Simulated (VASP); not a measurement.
Input of a VASP 6.6.1 run:

INCAR

```
PREC = Accurate ; ENCUT = 520
EDIFF = 1E-7 ; ISMEAR = 0
SIGMA = 0.1 ; LREAL = Auto
LASPH = T ; NELM = 100
ALGO = Normal ; ISIF = 2
LWAVE = F ; LCHARG = T
GGA = PE ; LELF = T
LVHAR = T ; NBANDS = 88
```

File KPOINTS:

```
regular mesh
0
Gamma
  1 1 1
```

POSCAR

```
Rb16Li
1.0
   11.1800000000      0.0000000000      0.0000000000
    0.0000000000     11.1800000000      0.0000000000
    0.0000000000      0.0000000000     11.1800000000
Rb Li
16 1
Direct
    0.0002707513      0.0205601968      0.0234274597
    0.4998253131     -0.0078094812      0.0508106440
   -0.0004162791      0.4632303220     -0.0235041145
    0.0002655635      0.0204932021      0.4766261181
    0.2717171735      0.2868988372      0.2501097496
    0.4999947227      0.5411341682     -0.0336771020
    0.4998198569     -0.0080848837      0.4494786225
    0.7280671735      0.2864500000      0.2501085868
   -0.0004162791      0.4633289803      0.5235822004
    0.2248754025      0.7284964222      0.2499472272
    0.2848226297      0.2091713775      0.7500285331
    0.4999974061      0.5411970483      0.5337564401
    0.7749575134      0.7288475850      0.2499510733
    0.7149223614      0.2087911449      0.7500268336
    0.2009740608      0.7567041145      0.7500282648
    0.7982044723      0.7577265653      0.7500347048
    0.4992147585      0.8801319320      0.7502419499
```

Potentials or basis: VASP PAW PBE potentials, release 64 (Rb_sv, Li_sv).

The run is started by

```sh
$ cat potpaw_PBE.64/Rb_sv/POTCAR potpaw_PBE.64/Li_sv/POTCAR > POTCAR
$ mpirun -np 1 vasp_gam > vasp.out
```

(1) Estimate the band gap on the k mesh.

(2) Estimate the largest force.

## Answers

(1) zero (an odd number of electrons rules out a gap without spin polarisation).

(2) 0.029 eV/Å.

Caveat: the k points lie up to 0.56 Å⁻¹ apart, too coarse for converged energies and pressures of a metal.
